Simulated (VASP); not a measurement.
# Zn in VASP: further runs, part 3 of 3

VASP 6.6.1.

### 6 Single point, r2SCAN

This run uses another cell than the first one: it holds 12 atoms, not 1.

Input file POSCAR:

```
Zn
1.0
    3.2008880594      1.8480335828      5.4588014166
   -3.2008880594      1.8480335828      5.4588014166
    0.0000000000     -3.6960671654      5.4588014166
Zn
12
Direct
    0.0101900000      0.6536100000      0.0101900000
    0.0101900000      0.0101900000      0.6536100000
    0.6536100000      0.0101900000      0.0101900000
    0.9898100000      0.3463900000      0.9898100000
    0.3463900000      0.9898100000      0.9898100000
    0.9898100000      0.9898100000      0.3463900000
    0.2211800000      0.6306000000      0.2211800000
    0.2211800000      0.2211800000      0.6306000000
    0.6306000000      0.2211800000      0.2211800000
    0.7788200000      0.3694000000      0.7788200000
    0.3694000000      0.7788200000      0.7788200000
    0.7788200000      0.7788200000      0.3694000000
```

Input file INCAR.step1:

```
SYSTEM = Zn
ALGO = Normal
EDIFF = 1E-4
ENCUT = 520
GGA = PE
ISMEAR = 0
LASPH = .True.
LCHARG = .False.
LREAL = .False.
LWAVE = .True.
NBANDS = 84
NELM = 100
PREC = Accurate
SIGMA = 0.1
```

Input file INCAR.step2:

```
SYSTEM = Zn
ALGO = Normal
EDIFF = 1E-6
ENCUT = 520
ISIF = 2
ISMEAR = 0
ISTART = 1
LASPH = .True.
LCHARG = .False.
LMIXTAU = .True.
LREAL = .False.
LWAVE = .False.
METAGGA = R2SCAN
NBANDS = 84
NELM = 100
PREC = Accurate
SIGMA = 0.1
```

Input file KPOINTS:

```
k-points
0
Gamma
  3 3 3
  0 0 0
```

Potentials or basis: VASP PAW PBE potentials, release 64 (Zn).

The run is started by

```console
$ cat potpaw_PBE.64/Zn/POTCAR > POTCAR
$ cp INCAR.step1 INCAR
$ mpirun -np 1 vasp_std > vasp.out
$ cp INCAR.step2 INCAR
$ mpirun -np 1 vasp_std > vasp.out
```

Run time: 11 min. Hardware: 1 thread of AMD EPYC 7R43 (Zen 3), shared host; peak memory 0.35 GiB.

The run converged. Its results:

```
Free energy            : -98.0317 eV
Pressure               : 25.4 GPa
Largest force          : 3.508 eV/Å
Band gap on the k mesh : zero (band 72 reaches 2.54 eV, above the bottom of band 73 at 1.58 eV)
```

Forces in eV/Å, atoms in the order of the input:
```
Zn   1.172 -0.676 -0.569
Zn   0.000  1.353 -0.569
Zn  -1.172 -0.676 -0.569
Zn  -1.172  0.676  0.569
Zn   1.172  0.676  0.569
Zn   0.000 -1.353  0.569
Zn   2.986 -1.724  0.647
Zn   0.000  3.447  0.647
Zn  -2.986 -1.724  0.647
Zn  -2.986  1.724 -0.647
Zn   2.986  1.724 -0.647
Zn   0.000 -3.447 -0.647
```

Stress tensor (GPa, compression positive):
```
22.15  0.00  0.00
 0.00 22.15  0.00
 0.00  0.00 31.89
```

Levels at points of the mesh, in eV from the Fermi level:
| k point | band 68 | band 69 | band 70 | band 71 | band 72 | band 73 | band 74 | band 75 | band 76 | band 77 |
| --- | --- | --- | --- | --- | --- | --- | --- | --- | --- | --- |
| (0.00, 0.00, 0.00) | -3.94 | -3.13 | -3.13 | -2.76 | -1.99 | -0.86 | -0.86 | 1.78 | 2.60 | 2.60 |

Caveat: the k points lie up to 0.40 Å⁻¹ apart; the PAW data sets were made with another functional, which shifts forces and pressure a little.

### 7 Single point, r2SCAN

This run uses another cell than the first one: it holds 3 atoms, not 1.

Input file POSCAR:

```
Zn
1.0
    2.2681701736     -1.3084870100      0.0000000000
    2.2681701736      1.3084870100      0.0000000000
   -1.5917165425      0.0000000000      7.3004081919
Zn
3
Direct
    0.0000000000      0.0000000000      0.0000000000
    0.2219821400      0.2219821400      0.6654950200
    0.7780178600      0.7780178600      0.3345049800
```

Input file INCAR.step1:

```
PREC = Accurate
ENCUT = 520
ISMEAR = 0
SIGMA = 0.1
LREAL = F
LASPH = T
NELM = 100
NBANDS = 25
GGA = PE
ALGO = Normal
EDIFF = 1E-4
LWAVE = T
LCHARG = F
```

Input file INCAR.step2:

```
PREC = Accurate
ENCUT = 520
EDIFF = 1E-6
ISMEAR = 0
SIGMA = 0.1
LREAL = F
LASPH = T
NELM = 100
ALGO = Normal
ISIF = 2
LWAVE = F
LCHARG = F
METAGGA = R2SCAN
LMIXTAU = T
NBANDS = 25
ISTART = 1
```

Input file KPOINTS:

```
regular mesh
0
Gamma
  8 8 4
```

The run is started by

```console
$ cat potpaw_PBE.64/Zn/POTCAR > POTCAR
$ cp INCAR.step1 INCAR
$ mpirun -np 1 vasp_std > vasp.out
$ cp INCAR.step2 INCAR
$ mpirun -np 1 vasp_std > vasp.out
```

It took 1.9 min on 1 thread of Intel Xeon Platinum 8481C at 2.70GHz (Sapphire Rapids), shared host; peak memory 0.2 GiB.

The run converged. Its results:

| Quantity | Value |
| --- | --- |
| Free energy | -26.6172 eV |
| Pressure | 0.2 GPa |
| Largest force | 0.030 eV/Å |
| Band gap on the k mesh | zero (band 18 reaches 4.72 eV, above the bottom of band 19 at 0.25 eV) |

Forces in eV/Å, atoms in the order of the input:
```
Zn   0.000  0.000  0.000
Zn   0.018  0.000 -0.024
Zn  -0.018  0.000  0.024
```

Stress tensor (GPa, compression positive):
```
 1.74  0.00  0.71
 0.00  1.92  0.00
 0.71  0.00 -2.91
```

Levels at points of the mesh, in eV from the Fermi level:
| k point | band 16 | band 17 | band 18 | band 19 | band 20 | band 21 |
| --- | --- | --- | --- | --- | --- | --- |
| (0.00, 0.00, 0.00) | -7.35 | -7.14 | -7.10 | 1.93 | 2.00 | 14.99 |
| (0.50, 0.00, 0.00) | -2.95 | -2.15 | -1.66 | 0.89 | 1.48 | 2.43 |
| (0.50, 0.50, 0.00) | -2.59 | -2.46 | -1.84 | 0.01 | 2.49 | 4.11 |
| (0.00, 0.00, 0.50) | -7.31 | -7.30 | -3.91 | -2.93 | 8.58 | 8.68 |
| (0.50, 0.00, 0.50) | -2.62 | -2.42 | -1.84 | 0.15 | 2.31 | 3.91 |
| (0.50, 0.50, 0.50) | -2.98 | -2.19 | -1.56 | 1.03 | 1.29 | 2.22 |

Caveat: the PAW data sets were made with another functional, which shifts forces and pressure a little.

### 8 Overview

| task | cell | k mesh | cutoff (eV) | gap on the mesh (eV) | pressure (GPa) | largest force (eV/Å) |
| --- | --- | --- | --- | --- | --- | --- |
| single point | a = 2.596 Å, angles 106.1°, 1 atom | 9 × 9 × 9 | 520 | none | 0.4 | - |
| single point | a = 4.035, b = 4.035, c = 3.364 Å, angles 90.0, 90.0, 120.0°, 3 atoms | 6 × 6 × 4 | 520 | none | 0.2 | - |
| relaxation of cell and atoms | relaxed from a = 2.585 Å, angles 102.6°, 1 atom | 9 × 9 × 9 | 600 | none | 0.2 | - |
| single point | a = 7.556 Å, angles 49.8°, 12 atoms | 3 × 3 × 3 | 520 | none | 0.3 | 0.02 |
| single point | a = 6.592 Å, angles 58.1°, 12 atoms | 3 × 3 × 3 | 520 | none | 25.4 | 3.51 |
| single point | a = 2.619, b = 2.619, c = 7.472 Å, angles 100.6, 100.6, 60.0°, 3 atoms | 8 × 8 × 4 | 520 | none | 0.2 | 0.03 |

Alike in all rows: level r2SCAN; potentials or basis VASP PAW PBE potentials, release 64 (Zn); no spin polarisation; smearing gaussian 0.1 eV.

Caveats: some runs use coarse meshes; the PAW data sets were made with another functional, which shifts forces and pressure a little.

Total energies depend on the potentials used, so only differences within one code and one set of settings carry meaning.
